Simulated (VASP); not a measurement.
Write the native input for VASP 6.6.1 that does the following.

| Quantity | Value |
| --- | --- |
| Task | relaxation of cell and atoms |
| Functional | PBE |
| Potentials or basis | VASP PAW PBE potentials, release 64 (Rb_sv) |
| Cutoff | 600 eV |
| k mesh | 10 × 10 × 10 |
| Occupations | gaussian, width 0.1 eV |
| Spin | no spin polarisation |
| Dipole correction | no |
| Further INCAR settings | ALGO = Normal; EDIFF = 1e-07; IBRION = 2; EDIFFG = -0.005; NSW = 100; ISIF = 3 |

The structure of Rb lies in POSCAR:

```
Rb
1.0
   -2.8060000000      2.8060000000      2.8060000000
    2.8060000000     -2.8060000000      2.8060000000
    2.8060000000      2.8060000000     -2.8060000000
Rb
1
Direct
    0.0000000000      0.0000000000      0.0000000000
```

One way to write it, as run:

INCAR

```
SYSTEM = Rb
ALGO = Normal
EDIFF = 1E-7
EDIFFG = -0.005
ENCUT = 600
GGA = PE
IBRION = 2
ISIF = 3
ISMEAR = 0
LASPH = .TRUE.
LCHARG = .FALSE.
LREAL = .FALSE.
LWAVE = .FALSE.
NELM = 60
NSW = 100
PREC = Accurate
SIGMA = 0.1
```

KPOINTS

```
k-points
0
G
  10 10 10
  0 0 0
```

Potentials or basis: VASP PAW PBE potentials, release 64 (Rb_sv).

The run is started by

```sh
$ cat potpaw_PBE.64/Rb_sv/POTCAR > POTCAR
$ mpirun -np 1 vasp_std > vasp.out
```

Results of the run:

```json
{"Relaxed volume": "91.12 Å³/atom", "Relaxed cell": "a = 4.910 Å, b = 4.910 Å, c = 4.910 Å, α = 109.47°, β = 109.47°, γ = 109.47°", "Space group after relaxing (to 0.1 Å)": "Im-3m (No. 229)", "Energy gained by relaxing": "0.8 meV/atom", "Ionic steps": "3", "Pressure after relaxing": "0.0 GPa", "Band gap on the k mesh": "zero (an odd number of electrons rules out a gap without spin polarisation)"}
```

Wall time 66 s on 1 thread of AMD EPYC 7R13 Processor (Zen 3), with other jobs on the host, peak memory 0.22 GiB.
